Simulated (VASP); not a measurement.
Runs of VASP 6.6.1 on BAs. The structure is that of space group F-43m (No. 216), or close to it. The cells are those of the table. 

```tsv
cell	gap on the mesh (eV)	pressure (GPa)
a = 3.355 Å, angles 60.0°, 2 atoms	1.27	8.5
a = 3.389 Å, angles 60.0°, 2 atoms	(a)	(c)
a = 3.422 Å, angles 60.0°, 2 atoms	1.33	0.0
a = 3.455 Å, angles 60.0°, 2 atoms	1.35	(b)
a = 3.321 Å, angles 60.0°, 2 atoms	1.24	13.9
```

Alike in all rows: task single point; level revPBE; potentials or basis VASP PAW PBE potentials, release 64 (B, As); no spin polarisation; k mesh 6 × 6 × 6; cutoff (eV) 500; smearing gaussian 0.01 eV.

Question: Fill in the values left out.

Answer: (a) 1.30; (b) -3.4; (c) 4.0.

Caveats: the PAW data sets were made with another functional, which shifts forces and pressure a little.

A k mesh can miss the band edges, and the runs leave out spin-orbit coupling on As.
